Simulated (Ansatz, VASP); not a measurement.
Pt: VASP beside Ansatz

```
Pt
1.0
     2.77396    0.00000    0.00000
    -1.38698    2.40232    0.00000
     0.00000    0.00000    4.90831
Pt
2
Direct
  0.66667 0.33333 0.75000
  0.33333 0.66667 0.25000
```

Change from the starting cell: strain +0.015 along x and y, +0.030 along z, atoms carried along.

Alike in both runs: task single point; functional r2SCAN; k mesh 24 × 24 × 12; occupations gaussian, width 0.15 eV; no spin polarisation.

```csv
,VASP,Ansatz
version,VASP 6.6.1,Ansatz 0.2.0
potentials or method,"VASP PAW PBE potentials, release 64 (Pt), cutoff 520 eV","scalar-relativistic, plane waves, PAW"
valence electrons in the cell,20,36
```

```csv
,VASP,Ansatz,Ansatz less VASP
gap on the k mesh at the Fermi level (eV),none,none,-
pressure (GPa),-12.5,-12.9,-0.43
"traceless stress, the component that is largest in VASP (GPa)",-0.64,-0.39,+0.248
```

VASP's potentials were made for PBE, not for r2SCAN. A gap of «none» marks a metal or a gap that the smearing closes. VASP's potentials hold 20 valence electrons a cell and Ansatz's 36, so a difference there can come from the potentials and not from the codes.

Neither program's run includes spin-orbit coupling.
